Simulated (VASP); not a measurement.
# TaN (Fm-3m) in VASP: notebook

The runs below take TaN through relaxation of cell and atoms, with PBE.

All numbers are computed with VASP 6.6.1; they aren't measurements. Logs are shortened: lines on timing, memory, paths and dates and some standing lists are left out, and cuts for length are marked.

### 1 The cell of the first run

It takes space group Fm-3m (No. 225, cubic). The conventional cell has a = 4.432 Å, b = 4.432 Å, c = 4.432 Å, α = 90.00°, β = 90.00°, γ = 90.00°. Ta (site symmetry m-3m) has 6 N at 2.22 Å within 2.9 Å. N (site symmetry m-3m) has 6 Ta at 2.22 Å within 2.9 Å.

### 2 Relaxation of cell and atoms, PBE, target pressure -1 GPa, at which the enthalpy is minimised

Input file INCAR:

```
PREC     = Accurate       # precision mode
ENCUT    = 600            # plane-wave cutoff, eV
EDIFF    = 1E-6           # SCF threshold, eV
ISMEAR   = 0              # smearing method
SIGMA    = 0.1            # smearing width, eV
LREAL    = False          # projectors in reciprocal space
LASPH    = True           # aspherical terms in the spheres
NELM     = 80             # most SCF steps
ALGO     = Normal         # electronic algorithm
ISIF     = 3              # what is computed and relaxed
LWAVE    = False          # write WAVECAR
LCHARG   = False          # write CHGCAR
GGA      = PE             # functional
IBRION   = 2              # ionic algorithm
NSW      = 70             # ionic steps
EDIFFG   = -0.008         # ionic threshold
PSTRESS  = -10.0
```

Input file KPOINTS:

```
Automatic mesh
0
Gamma
  16 16 16
```

Input file POSCAR:

```
TaN
1.0
    0.0000000000      2.2158481976      2.2158481976
    2.2158481976      0.0000000000      2.2158481976
    2.2158481976      2.2158481976      0.0000000000
Ta N
1 1
Direct
    0.5000000000      0.5000000000      0.5000000000
    0.0000000000      0.0000000000      0.0000000000
```

Potentials or basis: VASP PAW PBE potentials, release 64 (Ta_pv, N).

On the command line:

```console
$ cat potpaw_PBE.64/Ta_pv/POTCAR potpaw_PBE.64/N/POTCAR > POTCAR
$ mpirun -np 1 vasp_std > vasp.out
```

OUTCAR:

```text
PREC = Accurate
   ENCUT = 600
   EDIFF = 1E-6
   ISMEAR = 0
   LREAL = False
   LASPH = True
   NELM = 80
   ISIF = 3
   GGA = PE
   IBRION = 2
   NSW = 70
   EDIFFG = -0.008
   PSTRESS = -10.0

 ion  position               nearest neighbor table
   1  0.500  0.500  0.500-   2 2.22   2 2.22   2 2.22   2 2.22   2 2.22   2 2.22
   2  0.000  0.000  0.000-   1 2.22   1 2.22   1 2.22   1 2.22   1 2.22   1 2.22

  LATTYP: Found a face centered cubic cell.
 ALAT       =     4.4316963952

  Lattice vectors:

 A1 = (   0.0000000000,   2.2158481976,   2.2158481976)
 A2 = (   2.2158481976,   0.0000000000,   2.2158481976)
 A3 = (   2.2158481976,   2.2158481976,   0.0000000000)

Analysis of symmetry for initial positions (statically):
=====================================================================
 Subroutine PRICEL returns:
 Original cell was already a primitive cell.

 Routine SETGRP: Setting up the symmetry group for a
 face centered cubic supercell.

 Subroutine GETGRP returns: Found 48 space group operations
 (whereof 48 operations were pure point group operations)
 out of a pool of 48 trial point group operations.

The static configuration has the point symmetry O_h .

Analysis of symmetry for dynamics (positions and initial velocities):
=====================================================================
 Subroutine PRICEL returns:
 Original cell was already a primitive cell.

 Routine SETGRP: Setting up the symmetry group for a
 face centered cubic supercell.

 Subroutine GETGRP returns: Found 48 space group operations
 (whereof 48 operations were pure point group operations)
 out of a pool of 48 trial point group operations.

The dynamic configuration has the point symmetry O_h .

 Subroutine INISYM returns: Found 48 space group operations
 (whereof 48 operations are pure point group operations),
 and found     1 'primitive' translations

----------------------------------------------------------------------------------------

                                     Primitive cell

  volume of cell :      21.7596

  direct lattice vectors                    reciprocal lattice vectors
     0.000000000  2.215848198  2.215848198    -0.225647226  0.225647226  0.225647226
     2.215848198  0.000000000  2.215848198     0.225647226 -0.225647226  0.225647226
     2.215848198  2.215848198  0.000000000     0.225647226  0.225647226 -0.225647226

  length of vectors
     3.133682573  3.133682573  3.133682573     0.390832461  0.390832461  0.390832461

  position of ions in fractional coordinates (direct lattice)
     0.500000000  0.500000000  0.500000000
     0.000000000  0.000000000  0.000000000

  ion indices of the primitive-cell ions
   primitive index   ion index
                 1           1
                 2           2

----------------------------------------------------------------------------------------

 KPOINTS: Automatic mesh

Automatic generation of k-mesh.
 Grid dimensions read from file:
 generate k-points for:   16   16   16

 Generating k-lattice:

  Cartesian coordinates                     Fractional coordinates (reciprocal lattice)
    -0.014102952  0.014102952  0.014102952     0.062500000  0.000000000  0.000000000
     0.014102952 -0.014102952  0.014102952     0.000000000  0.062500000  0.000000000
     0.014102952  0.014102952 -0.014102952     0.000000000  0.000000000  0.062500000

  Length of vectors
     0.024427029  0.024427029  0.024427029

  Shift w.r.t. Gamma in fractional coordinates (k-lattice)
     0.000000000  0.000000000  0.000000000

 Subroutine IBZKPT returns following result:
 ===========================================

 Found    145 irreducible k-points:

 Following reciprocal coordinates:
            Coordinates               Weight
  0.000000  0.000000  0.000000      1.000000
  0.062500  0.000000  0.000000      8.000000
  0.125000  0.000000  0.000000      8.000000
  0.187500  0.000000  0.000000      8.000000
  0.250000  0.000000  0.000000      8.000000
  0.312500  0.000000  0.000000      8.000000
[... 16 lines left out ...]
 -0.125000  0.062500  0.000000     24.000000
 -0.062500  0.062500  0.000000     12.000000
 [... further k-points ...]
   k-points           NKPTS =    145   k-points in BZ     NKDIM =    145   number of bands    NBANDS=     12
   number of dos      NEDOS =    301   number of ions     NIONS =      2
   total plane-waves  NPLWV =  21952
   dimension x,y,z NGX =    28 NGY =   28 NGZ =   28
   dimension x,y,z NGXF=    56 NGYF=   56 NGZF=   56
   ions per type =               1   1
   NGX,Y,Z   is equivalent  to a cutoff of  14.85, 14.85, 14.85 a.u.
   NGXF,Y,Z  is equivalent  to a cutoff of  29.71, 29.71, 29.71 a.u.
 SYSTEM =  unknown system
   PREC   = accura    normal or accurate (medium, high low for compatibility)
   ISTART =      0    job   : 0-new  1-cont  2-samecut
   ICHARG =      2    charge: 1-file 2-atom 10-const
   ISPIN  =      1    spin polarized calculation?
   LNONCOLLINEAR =      F non collinear calculations
   LSORBIT =      F    spin-orbit coupling
   LASPH  =      T    aspherical Exc in radial PAW
   ENCUT  =  600.0 eV  44.10 Ry    6.64 a.u.   6.26  6.26  6.26*2*pi/ulx,y,z
   NELM   =     80;   NELMIN=  2; NELMDL= -5     # of ELM steps
   EDIFF  = 0.1E-05   stopping-criterion for ELM
   LREAL  =      F    real-space projection
   EDIFFG = -.8E-02   stopping-criterion for IOM
   NSW    =     70    number of steps for IOM
   IBRION =      2    ionic relax: 0-MD 1-quasi-New 2-CG
   NFREE  =      1    steps in history (QN), initial steepest desc. (CG)
   ISIF   =      3    stress and relaxation
   ISYM   =      2    0-nonsym 1-usesym 2-fastsym
   POTIM  = 0.5000    time-step for ionic-motion
   TEBEG  =    0.0;   TEEND  =   0.0 temperature during run
   PSTRESS=  -10.0 pullay stress
   NELECT =      16.0000    total number of electrons
   NUPDOWN=      -1.0000    fix difference up-down
   EMIN   =  10.00;   EMAX   =-10.00  energy-range for DOS
   EFERMI =   0.00;   METHOD = LEGACY
   ISMEAR =     0;   SIGMA  =   0.10  broadening in eV -4-tet -1-fermi 0-gaus
   EFERMI_NEDOS =   21; number of points for ismear=-14 and -15
   IALGO  =     38    algorithm
   IMIX   =      4    mixing-type and parameters
     AMIX     =   0.40;   BMIX     =  1.00
     AMIX_MAG =   1.60;   BMIX_MAG =  1.00
  volume/ion in A,a.u.               =      10.88        73.42
  Fermi-wavevector in a.u.,A,eV,Ry     =   1.477627  2.792310 29.706710  2.183382
  Thomas-Fermi vector in A             =   2.592008
   LORBIT       =      0    0 simple, 1 ext, 2 COOP (PROOUT), +10 PAW based schemes
   GGA     = PE    functional components
   LHFCALC =     F    Hartree Fock is set to
   AEXX    =    0.0000 exact exchange contribution
   IVDW    =     0    specifies the selected vdW correction
   LEPSILON=     F    determine dielectric tensor
   LRPA    =     F    only Hartree local field effects (RPA)
 conjugate gradient relaxation of ions
 non-spin polarized calculation
 Gauss-broadening in eV      SIGMA  =   0.10
  energy-cutoff  :      600.00
  volume of cell :       21.76
 maximum number of plane-waves:       745
 NGX is ok and might be reduce to    28
   NGX = 13   NGY = 13   NGZ = 13

--------------------------------------- Ionic step        1  -------------------------------------------

 number of electron      15.9999999 magnetization

 Free energy of the ion-electron system (eV)
  ---------------------------------------------------
  ext. energy  EPLUGINS =         0.00000000
  ---------------------------------------------------
  free energy    TOTEN  =       -21.82773719 eV

  energy without entropy =      -21.82190174  energy(sigma->0) =      -21.82481947

------------------------ aborting loop because EDIFF is reached ----------------------------------------

  FORCE on cell =-STRESS in cart. coord.  units (eV):
  Direction    XX          YY          ZZ          XY          YZ          ZX
  --------------------------------------------------------------------------------------
  -------------------------------------------------------------------------------------
  Total       -0.3427225     -0.3427225     -0.3427225      0.0000000      0.0000000     -0.0000000
  in kB      -25.2349959    -25.2349959    -25.2349959      0.0000000      0.0000000     -0.0000000
  external PRESSURE =     -15.2349959 kB  Pullay stress =     -10.0000000 kB
[... 61 lines left out ...]
  enthalpy is  TOTEN    =       -21.9616941805 eV   P V=       -0.1337890357

--------------------------------------- Ionic step        3  -------------------------------------------

 number of electron      15.9999999 magnetization

 Free energy of the ion-electron system (eV)
  ---------------------------------------------------
  ext. energy  EPLUGINS =         0.00000000
  ---------------------------------------------------
  free energy    TOTEN  =       -21.82887170 eV

  energy without entropy =      -21.82305582  energy(sigma->0) =      -21.82596376

 E-fermi :   9.3313     XC(G=0): -13.3364

 val. band max:        9.3233633385   @ k =  -0.2500   0.3750   0.1250
 cond. band min:       9.3368619753   @ k =  -0.3125   0.3125   0.1250
 fundamental gap:      0.0134986367
 Fermi energy:         9.3313258892

 k-point     1 :       0.0000    0.0000    0.0000
  band No.  band energies     occupation
      1     -26.4729      2.00000
      2     -26.4729      2.00000
      3     -26.4729      2.00000
      4      -9.3740      2.00000
      5       5.5648      2.00000
      6       5.5648      2.00000
      7       5.5648      2.00000
      8       7.2837      2.00000
      9       7.2837      2.00000
     10       7.2837      2.00000
     11       9.3992      0.33691
     12       9.3992      0.33690
[... 331 lines left out ...]
 k-point    24 :      -0.0625    0.0625    0.0000
  band No.  band energies     occupation
      1     -26.5505      2.00000
      2     -26.4935      2.00000
      3     -26.4750      2.00000
      4      -9.1350      2.00000
      5       4.3719      2.00000
      6       4.7011      2.00000
      7       5.0353      2.00000
      8       7.4544      2.00000
      9       7.6626      2.00000
     10       7.9660      2.00000
     11       9.7927      0.00000
     12      10.6448      0.00000

 [... further k-points ...]

------------------------ aborting loop because EDIFF is reached ----------------------------------------

  FORCE on cell =-STRESS in cart. coord.  units (eV):
  Direction    XX          YY          ZZ          XY          YZ          ZX
  --------------------------------------------------------------------------------------
  -------------------------------------------------------------------------------------
  Total       -0.1323923     -0.1323923     -0.1323923     -0.0000000      0.0000000      0.0000000
  in kB       -9.7943854     -9.7943854     -9.7943854     -0.0000000      0.0000000      0.0000000
  external PRESSURE =       0.2056146 kB  Pullay stress =     -10.0000000 kB
[... 17 lines left out ...]
  FREE ENERGIE OF THE ION-ELECTRON SYSTEM (eV)
  ---------------------------------------------------
  free  energy   TOTEN  =       -21.8288717017 eV

  energy  without entropy=      -21.8230558216  energy(sigma->0) =      -21.82596376

  enthalpy is  TOTEN    =       -21.9640433779 eV   P V=       -0.1351716762

 reached required accuracy - stopping structural energy minimisation
```

Wall time 1.8 min (1 thread of Intel Xeon Platinum 8375C at 2.90GHz (Ice Lake), shared host); peak memory 0.2 GiB.

Results:

- Free energy: -21.8289 eV
- Relaxed volume: 10.83 Å³/atom
- Relaxed cell: a = 3.129 Å, b = 3.129 Å, c = 3.129 Å, α = 60.00°, β = 60.00°, γ = 60.00°
- Space group after relaxing (to 0.1 Å): Fm-3m (No. 225)
- Energy change on relaxing (the run minimises the enthalpy): -0.6 meV/atom
- Ionic steps: 3
- Pressure after relaxing: -1.0 GPa
- Band gap on the k mesh: zero (bands 8 and 9 overlap by 3.90 eV)

The path:
| step | energy change (eV) | largest force (eV/Å) | pressure (GPa) | volume (Å³) |
| --- | --- | --- | --- | --- |
| 1 | 0.0000 | 0.0000 | -2.52 | 21.76 |
| 2 | -0.0002 | 0.0000 | 2.44 | 21.44 |
| 3 | -0.0011 | 0.0000 | -0.98 | 21.66 |

Final structure:
```xyz
2
Lattice="0.0000 2.2124 2.2124 2.2124 0.0000 2.2124 2.2124 2.2124 0.0000" Properties=species:S:1:pos:R:3 pbc="T T T"
Ta    2.2124    2.2124    2.2124
N     0.0000    0.0000    0.0000
```

Caveat: the cell is relaxed towards a set pressure, so the run minimises the enthalpy, not the energy; spin-orbit coupling is left out, which moves the levels of the heavy elements.

### 3 Relaxation of cell and atoms, PBE, target pressure 90 GPa, at which the enthalpy is minimised

This run uses another cell than the first one, of 8.93 Å³/atom.

Input file INCAR:

```
SYSTEM = TaN
PREC = Accurate
ENCUT = 600
EDIFF = 1E-6
ISMEAR = 0
SIGMA = 0.1
LREAL = .False.
LASPH = .True.
NELM = 100
ALGO = Normal
ISIF = 3
LWAVE = .False.
LCHARG = .False.
GGA = PE
IBRION = 2
NSW = 70
EDIFFG = -0.008
PSTRESS = 900.0
```

Input file KPOINTS:

```
Automatic mesh
0
Gamma
  18 18 18
  0 0 0
```

Input file POSCAR:

```
TaN
1.0
    0.0000000000      2.0745405080      2.0745405080
    2.0745405080      0.0000000000      2.0745405080
    2.0745405080      2.0745405080      0.0000000000
Ta N
1 1
Direct
    0.5000000000      0.5000000000      0.5000000000
    0.0000000000      0.0000000000      0.0000000000
```

Potentials or basis: VASP PAW PBE potentials, release 64 (Ta_pv, N).

On the command line:

```console
$ cat potpaw_PBE.64/Ta_pv/POTCAR potpaw_PBE.64/N/POTCAR > POTCAR
$ mpirun -np 1 vasp_std > vasp.out
```

It took 79 s on 1 thread of Intel Xeon Platinum 8375C at 2.90GHz (Ice Lake), shared host; peak memory 0.19 GiB.

Results (log left out):

```
Free energy                                                : -20.9723 eV
Relaxed volume                                             : 9.00 Å³/atom
Relaxed cell                                               : a = 2.942 Å, b = 2.942 Å, c = 2.942 Å, α = 60.00°, β = 60.00°, γ = 60.00°
Space group after relaxing (to 0.1 Å)                      : Fm-3m (No. 225)
Energy change on relaxing (the run minimises the enthalpy) : -42.2 meV/atom
Ionic steps                                                : 3
Pressure after relaxing                                    : 89.9 GPa
Band gap on the k mesh                                     : zero (bands 8 and 9 overlap by 5.09 eV)
```

The path:
```csv
step,energy change (eV),largest force (eV/Å),pressure (GPa),volume (Å³)
1,0.0000,0.0000,95.63,17.86
2,-0.4125,0.0000,66.07,18.68
3,-0.0844,0.0000,89.88,18.00
```

Final structure:
```
CELL_PARAMETERS angstrom
0.00000 2.08017 2.08017
2.08017 0.00000 2.08017
2.08017 2.08017 0.00000
ATOMIC_POSITIONS crystal
Ta 0.50000 0.50000 0.50000
N 0.00000 0.00000 0.00000
```

Levels at points of the mesh, in eV from the Fermi level:
```tsv
k point	band 4	band 5	band 6	band 7	band 8	band 9	band 10	band 11	band 12
(0.00, 0.00, 0.00)	-20.27	-4.32	-4.32	-4.32	-2.64	-2.64	-2.64	0.08	0.08
(0.50, 0.00, 0.00)	-16.09	-11.83	-8.89	-8.89	2.45	2.45	2.56	4.40	9.46
(0.50, 0.50, 0.00)	-19.05	-6.86	-6.74	-4.99	-4.99	2.70	4.58	4.58	6.51
```

Caveat: the cell is relaxed towards a set pressure, so the run minimises the enthalpy, not the energy; spin-orbit coupling is left out, which moves the levels of the heavy elements. PBE usually gives volumes a little too large and moduli too small.
